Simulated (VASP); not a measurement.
A run of VASP 6.6.1 is set up as follows.

INCAR

```
SYSTEM = Al
PREC = Accurate
ENCUT = 520
EDIFF = 1E-6
ISMEAR = 0
SIGMA = 0.1
LREAL = .False.
LASPH = .True.
NELM = 100
ALGO = Normal
ISIF = 2
LWAVE = .False.
LCHARG = .False.
GGA = PS
ISYM = 0
NBANDS = 8
```

Contents of KPOINTS:

```
Automatic mesh
0
Gamma
  12 12 17
  0 0 0
```

Contents of POSCAR:

```
Al
1.0
    2.8679026353     -0.0000109704      0.0079324569
   -0.0000109704      2.8679026353      0.0079324569
    1.4394330849      1.4394330849      1.9698550289
Al
1
Direct
    0.0000000000      0.0000000000      0.0000000000
```

Potentials or basis: VASP PAW PBE potentials, release 64 (Al).

Launch:

```console
$ cat potpaw_PBE.64/Al/POTCAR > POTCAR
$ mpirun -np 1 vasp_std > vasp.out
```

(1) Estimate the pressure.

(2) What does it give for the band gap on the k mesh?

Answers

(1) 0.3 GPa.

(2) zero (an odd number of electrons rules out a gap without spin polarisation).

Caveat: the PAW data sets were made with another functional, which shifts forces and pressure a little.
